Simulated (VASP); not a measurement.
A run of VASP 6.6.1:

INCAR

```
SYSTEM = Cu
  ALGO = Normal
  EDIFF = 1E-8
  ENCUT = 600
  IBRION = 6
  ISIF = 3
  ISMEAR = -1
  LASPH = .True.
  LCHARG = .True.
  LREAL = .False.
  LWAVE = .False.
  NELM = 80
  NFREE = 2
  NSW = 1
  POTIM = 0.015
  PREC = Accurate
  SIGMA = 0.1
```

The input KPOINTS:

```
k-points
0
Gamma
  26 26 26
  0 0 0
```

POSCAR

```
Cu
1.0
    0.0000000000      1.7393118496      1.7393118496
    1.7393118496      0.0000000000      1.7393118496
    1.7393118496      1.7393118496      0.0000000000
Cu
1
Direct
    0.0000000000      0.0000000000      0.0000000000
```

Potentials or basis: VASP PAW LDA potentials, release 64 (Cu).

Command:

```bash
$ cat potpaw_LDA.64/Cu/POTCAR > POTCAR
$ mpirun -np 1 vasp_std > vasp.out
```

Hardware: 1 thread of Intel(R) Xeon(R) 6975P-C (Granite Rapids) (shared host).

**Question.** How long does it take, and how much memory?

**Answer.** It took 18 min on 1 thread of Intel(R) Xeon(R) 6975P-C (Granite Rapids), with other jobs on the host, peak memory 1.1 GiB. Counts: scf iterations 136, k points 511.
